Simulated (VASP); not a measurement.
Runs of VASP 6.6.1 on LiCl. The structure is that of space group Fm-3m (No. 225), or close to it. The cells are those of the table. 

```csv
level,cell,k mesh,smearing,grid for exact exchange (PRECFOCK),share of exact exchange,screening parameter,gap on the mesh (eV)
r2SCAN,"a = 3.604, b = 3.604, c = 3.511 Å, angles 60.9, 60.9, 58.3°, 2 atoms",8 × 8 × 8,gaussian 0.01 eV,-,-,-,(b)
HSE06,"a = 3.604, b = 3.604, c = 3.511 Å, angles 60.9, 60.9, 58.3°, 2 atoms",6 × 6 × 6,gaussian 0.01 eV,Normal,0.25,0.2079 1/Å,7.94
PBE,"a = 3.615, b = 3.626, c = 3.626 Å, angles 59.8, 60.1, 60.1°, 2 atoms",8 × 8 × 8,fermi-dirac 0.02 eV,-,-,-,(a)
r2SCAN,"a = 3.616 Å, angles 61.6°, 2 atoms",8 × 8 × 8,gaussian 0.01 eV,-,-,-,6.99
PBE,"a = 3.616 Å, angles 61.6°, 2 atoms",8 × 8 × 8,fermi-dirac 0.02 eV,-,-,-,6.06
PBE,"a = 3.604, b = 3.604, c = 3.511 Å, angles 60.9, 60.9, 58.3°, 2 atoms",8 × 8 × 8,fermi-dirac 0.02 eV,-,-,-,6.54
r2SCAN,"a = 3.615, b = 3.626, c = 3.626 Å, angles 59.8, 60.1, 60.1°, 2 atoms",8 × 8 × 8,gaussian 0.01 eV,-,-,-,7.31
```

Alike in all rows: task single point; potentials or basis VASP PAW PBE potentials, release 64 (Li_sv, Cl); no spin polarisation; cutoff (eV) 520.

Task: Estimate the missing entries.

Result: (a) 6.35; (b) 7.50.

A k mesh can miss the band edges.
